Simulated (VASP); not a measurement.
# NaF (Imm2) in VASP: single point with LDA

Aim: the single point of NaF with LDA.

Everything below comes from runs of VASP 6.6.1. Logs are shortened: lines on timing, memory, paths and dates and some standing lists are left out, and cuts for length are marked.

## Step 1: The cell of the first run

Symmetry: Imm2, No. 44, orthorhombic system. The conventional cell has a = 3.286 Å, b = 4.647 Å, c = 3.286 Å, α = 90.00°, β = 90.00°, γ = 90.00°. Na (site symmetry mm2) has 6 F at 2.19 to 2.47 Å within 2.9 Å. Within 2.9 Å of F (site symmetry mm2) lie 6 Na at 2.19 to 2.47 Å.

## Step 2: Single point, LDA (atom 2 (F) moved by (-0.200, +0.000) A along [1 1 0] and z)

Contents of INCAR:

```
SYSTEM = NaF
PREC = Accurate
ENCUT = 520
EDIFF = 1E-6
ISMEAR = 0
SIGMA = 0.05
LREAL = .False.
LASPH = .True.
NELM = 60
ALGO = Normal
ISIF = 2
LWAVE = .False.
LCHARG = .False.
GGA = CA
NBANDS = 14
```

Contents of KPOINTS:

```
regular mesh
0
Gamma
  4 4 4
  0 0 0
```

Contents of POSCAR:

```
NaF
1.0
    0.0000000000      2.3233000000      2.3233000000
    2.3233000000      0.0000000000      2.3233000000
    2.3233000000      2.3233000000      0.0000000000
Na F
1 1
Direct
    0.0000000000      0.0000000000      0.0000000000
    0.5000000000      0.5000000000      0.4391291025
```

Potentials or basis: VASP PAW LDA potentials, release 64 (Na_pv, F).

On the command line:

```
cat potpaw_LDA.64/Na_pv/POTCAR potpaw_LDA.64/F/POTCAR > POTCAR
mpirun -np 1 vasp_std > vasp.out
```

OUTCAR:

```text
SYSTEM = NaF
   PREC = Accurate
   ENCUT = 520
   EDIFF = 1E-6
   ISMEAR = 0
   LREAL = .False.
   LASPH = .True.
   NELM = 60
   ISIF = 2
   GGA = CA

 ion  position               nearest neighbor table
   1  0.000  0.000  0.000-   2 2.19   2 2.19   2 2.33   2 2.33
   2  0.500  0.500  0.439-   1 2.19   1 2.19   1 2.33   1 2.33

  LATTYP: Found a face centered cubic cell.
 ALAT       =     4.6466000000

  Lattice vectors:

 A1 = (   0.0000000000,   2.3233000000,   2.3233000000)
 A2 = (   2.3233000000,   0.0000000000,   2.3233000000)
 A3 = (   2.3233000000,   2.3233000000,   0.0000000000)

Analysis of symmetry for initial positions (statically):
=====================================================================
 Subroutine PRICEL returns:
 Original cell was already a primitive cell.

 Routine SETGRP: Setting up the symmetry group for a
 face centered cubic supercell.

 Subroutine GETGRP returns: Found  4 space group operations
 (whereof  4 operations were pure point group operations)
 out of a pool of 48 trial point group operations.

The static configuration has the point symmetry C_2v.

Analysis of symmetry for dynamics (positions and initial velocities):
=====================================================================
 Subroutine PRICEL returns:
 Original cell was already a primitive cell.

 Routine SETGRP: Setting up the symmetry group for a
 face centered cubic supercell.

 Subroutine GETGRP returns: Found  4 space group operations
 (whereof  4 operations were pure point group operations)
 out of a pool of 48 trial point group operations.

The dynamic configuration has the point symmetry C_2v.

 Subroutine INISYM returns: Found  4 space group operations
 (whereof  4 operations are pure point group operations),
 and found     1 'primitive' translations

----------------------------------------------------------------------------------------

                                     Primitive cell

  volume of cell :      25.0811

  direct lattice vectors                    reciprocal lattice vectors
     0.000000000  2.323300000  2.323300000    -0.215211122  0.215211122  0.215211122
     2.323300000  0.000000000  2.323300000     0.215211122 -0.215211122  0.215211122
     2.323300000  2.323300000  0.000000000     0.215211122  0.215211122 -0.215211122

  length of vectors
     3.285642369  3.285642369  3.285642369     0.372756598  0.372756598  0.372756598

  position of ions in fractional coordinates (direct lattice)
     0.000000000  0.000000000  0.000000000
     0.500000000  0.500000000  0.439129102

  ion indices of the primitive-cell ions
   primitive index   ion index
                 1           1
                 2           2

----------------------------------------------------------------------------------------

 KPOINTS: regular mesh

Automatic generation of k-mesh.
 Grid dimensions read from file:
 generate k-points for:    4    4    4

 Generating k-lattice:

  Cartesian coordinates                     Fractional coordinates (reciprocal lattice)
    -0.053802781  0.053802781  0.053802781     0.250000000  0.000000000  0.000000000
     0.053802781 -0.053802781  0.053802781     0.000000000  0.250000000  0.000000000
     0.053802781  0.053802781 -0.053802781     0.000000000  0.000000000  0.250000000

  Length of vectors
     0.093189149  0.093189149  0.093189149

  Shift w.r.t. Gamma in fractional coordinates (k-lattice)
     0.000000000  0.000000000  0.000000000

 Subroutine IBZKPT returns following result:
 ===========================================

 Found     18 irreducible k-points:

 Following reciprocal coordinates:
            Coordinates               Weight
  0.000000  0.000000  0.000000      1.000000
  0.250000  0.000000  0.000000      4.000000
  0.000000  0.000000  0.250000      4.000000
  0.500000  0.000000  0.000000      2.000000
  0.000000  0.000000  0.500000      2.000000
  0.250000  0.250000  0.000000      2.000000
[... 10 lines left out ...]
 -0.250000  0.500000  0.250000      4.000000
  0.250000 -0.250000  0.500000      2.000000
   k-points           NKPTS =     18   k-points in BZ     NKDIM =     18   number of bands    NBANDS=     14
   number of dos      NEDOS =    301   number of ions     NIONS =      2
   total plane-waves  NPLWV =  13824
   dimension x,y,z NGX =    24 NGY =   24 NGZ =   24
   dimension x,y,z NGXF=    48 NGYF=   48 NGZF=   48
   ions per type =               1   1
   NGX,Y,Z   is equivalent  to a cutoff of  12.14, 12.14, 12.14 a.u.
   NGXF,Y,Z  is equivalent  to a cutoff of  24.29, 24.29, 24.29 a.u.
 SYSTEM =  NaF
   PREC   = accura    normal or accurate (medium, high low for compatibility)
   ISTART =      0    job   : 0-new  1-cont  2-samecut
   ICHARG =      2    charge: 1-file 2-atom 10-const
   ISPIN  =      1    spin polarized calculation?
   LNONCOLLINEAR =      F non collinear calculations
   LSORBIT =      F    spin-orbit coupling
   LASPH  =      T    aspherical Exc in radial PAW
   ENCUT  =  520.0 eV  38.22 Ry    6.18 a.u.   6.11  6.11  6.11*2*pi/ulx,y,z
   NELM   =     60;   NELMIN=  2; NELMDL= -5     # of ELM steps
   EDIFF  = 0.1E-05   stopping-criterion for ELM
   LREAL  =      F    real-space projection
[... 7 lines left out ...]
   TEBEG  =    0.0;   TEEND  =   0.0 temperature during run
   PSTRESS=    0.0 pullay stress
   NELECT =      14.0000    total number of electrons
   NUPDOWN=      -1.0000    fix difference up-down
   EMIN   =  10.00;   EMAX   =-10.00  energy-range for DOS
   EFERMI =   0.00;   METHOD = LEGACY
   ISMEAR =     0;   SIGMA  =   0.05  broadening in eV -4-tet -1-fermi 0-gaus
   EFERMI_NEDOS =   21; number of points for ismear=-14 and -15
   IALGO  =     38    algorithm
   IMIX   =      4    mixing-type and parameters
     AMIX     =   0.40;   BMIX     =  1.00
     AMIX_MAG =   1.60;   BMIX_MAG =  1.00
  volume/ion in A,a.u.               =      12.54        84.63
  Fermi-wavevector in a.u.,A,eV,Ry     =   1.347935  2.547227 24.720809  1.816928
  Thomas-Fermi vector in A             =   2.475645
   LORBIT       =      0    0 simple, 1 ext, 2 COOP (PROOUT), +10 PAW based schemes
   GGA     = CA    functional components
   LHFCALC =     F    Hartree Fock is set to
   AEXX    =    0.0000 exact exchange contribution
   IVDW    =     0    specifies the selected vdW correction
   LEPSILON=     F    determine dielectric tensor
   LRPA    =     F    only Hartree local field effects (RPA)
 non-spin polarized calculation
 Gauss-broadening in eV      SIGMA  =   0.05
  energy-cutoff  :      520.00
  volume of cell :       25.08
 maximum number of plane-waves:       692
   NGX = 13   NGY = 13   NGZ = 13

 number of electron      13.9999979 magnetization

 Free energy of the ion-electron system (eV)
  ---------------------------------------------------
  ext. energy  EPLUGINS =         0.00000000
  ---------------------------------------------------
  free energy    TOTEN  =        -9.26082326 eV

  energy without entropy =       -9.26082326  energy(sigma->0) =       -9.26082326

 E-fermi :  -2.2665     XC(G=0):  -9.8916

 val. band max:       -2.5550177814   @ k =   0.0000   0.0000   0.0000
 cond. band min:       3.3551873794   @ k =   0.0000   0.0000   0.0000
 fundamental gap:      5.9102051608
 Fermi energy:        -2.2665265751

 k-point     1 :       0.0000    0.0000    0.0000
  band No.  band energies     occupation
      1     -21.4896      2.00000
      2     -21.3050      2.00000
      3     -21.3047      2.00000
      4     -21.1174      2.00000
      5      -2.5693      2.00000
      6      -2.5608      2.00000
      7      -2.5550      2.00000
      8       3.3552      0.00000
      9      15.9284      0.00000
     10      16.0413      0.00000
     11      16.0866      0.00000
     12      18.6680      0.00000
     13      20.9613      0.00000
     14      20.9686      0.00000

 k-point     2 :       0.2500    0.0000    0.0000
  band No.  band energies     occupation
      1     -21.9046      2.00000
      2     -21.3189      2.00000
      3     -21.3121      2.00000
      4     -20.6214      2.00000
      5      -3.4888      2.00000
      6      -2.6868      2.00000
      7      -2.6713      2.00000
      8       5.2130      0.00000
      9      12.0903      0.00000
     10      16.6364      0.00000
     11      16.6973      0.00000
     12      19.8089      0.00000
     13      19.8380      0.00000
     14      21.2893      0.00000

 k-point     3 :       0.0000    0.0000    0.2500
  band No.  band energies     occupation
      1     -21.8855      2.00000
      2     -21.3140      2.00000
      3     -21.3114      2.00000
      4     -20.6467      2.00000
      5      -3.4848      2.00000
      6      -2.6975      2.00000
      7      -2.6838      2.00000
      8       5.2238      0.00000
      9      12.1440      0.00000
     10      16.6336      0.00000
     11      16.7531      0.00000
     12      19.7398      0.00000
     13      19.7727      0.00000
     14      21.2596      0.00000
[... 222 lines left out ...]
 k-point    17 :      -0.2500    0.5000    0.2500
  band No.  band energies     occupation
      1     -21.7559      2.00000
      2     -21.4060      2.00000
      3     -21.3994      2.00000
      4     -20.6085      2.00000
      5      -3.4547      2.00000
      6      -3.4460      2.00000
      7      -3.1360      2.00000
      8      10.1451      0.00000
      9      10.2186      0.00000
     10      11.9574      0.00000
     11      14.1471      0.00000
     12      20.3637      0.00000
     13      20.4425      0.00000
     14      23.9059      0.00000

 k-point    18 :       0.2500   -0.2500    0.5000
  band No.  band energies     occupation
      1     -21.7683      2.00000
      2     -21.4112      2.00000
      3     -21.3882      2.00000
      4     -20.6033      2.00000
      5      -3.4463      2.00000
      6      -3.4354      2.00000
      7      -3.1376      2.00000
      8      10.0974      0.00000
      9      10.1629      0.00000
     10      12.2241      0.00000
     11      13.8539      0.00000
     12      20.4279      0.00000
     13      20.5252      0.00000
     14      23.9605      0.00000

------------------------ aborting loop because EDIFF is reached ----------------------------------------

  FORCE on cell =-STRESS in cart. coord.  units (eV):
  Direction    XX          YY          ZZ          XY          YZ          ZX
  --------------------------------------------------------------------------------------
  -------------------------------------------------------------------------------------
  Total       -0.4512104     -0.4512104     -0.7738537     -0.0657719      0.0000000      0.0000000
  in kB      -28.8233066    -28.8233066    -49.4337518     -4.2015041      0.0000000      0.0000000
  external PRESSURE =     -35.6934550 kB  Pullay stress =       0.0000000 kB

 VOLUME and BASIS-vectors are now :
 -----------------------------------------------------------------------------
  energy-cutoff  :      520.00
  volume of cell :       25.08
      direct lattice vectors                 reciprocal lattice vectors
     0.000000000  2.323300000  2.323300000    -0.215211122  0.215211122  0.215211122
     2.323300000  0.000000000  2.323300000     0.215211122 -0.215211122  0.215211122
     2.323300000  2.323300000  0.000000000     0.215211122  0.215211122 -0.215211122

 POSITION                                       TOTAL-FORCE (eV/Angst)
 -----------------------------------------------------------------------------------
      0.00000      0.00000      0.00000        -0.281442     -0.281442     -0.000000
      2.18188      2.18188      2.32330         0.281442      0.281442      0.000000
 -----------------------------------------------------------------------------------
    total drift:                                0.000309      0.000309     -0.000001

  FREE ENERGIE OF THE ION-ELECTRON SYSTEM (eV)
  ---------------------------------------------------
  free  energy   TOTEN  =        -9.2608232594 eV

  energy  without entropy=       -9.2608232594  energy(sigma->0) =       -9.26082326
```

Wall time 2.7 s (1 thread of Intel Xeon 6975P-C, shared host); peak memory 0.12 GiB.

What came out:

| Property | Result |
| --- | --- |
| Free energy | -9.2608 eV |
| Pressure | -3.6 GPa |
| Largest force | 0.398 eV/Å |
| Band gap on the k mesh | 5.91 eV, direct |

Forces in eV/Å, atoms in the order of the input:
```
Na  -0.281 -0.281  0.000
F    0.281  0.281  0.000
```

Caveat: the k points lie up to 0.59 Å⁻¹ apart; the cell differs from its parent crystal (atom 2 (F) moved by (-0.200, +0.000) A along [1 1 0] and z).
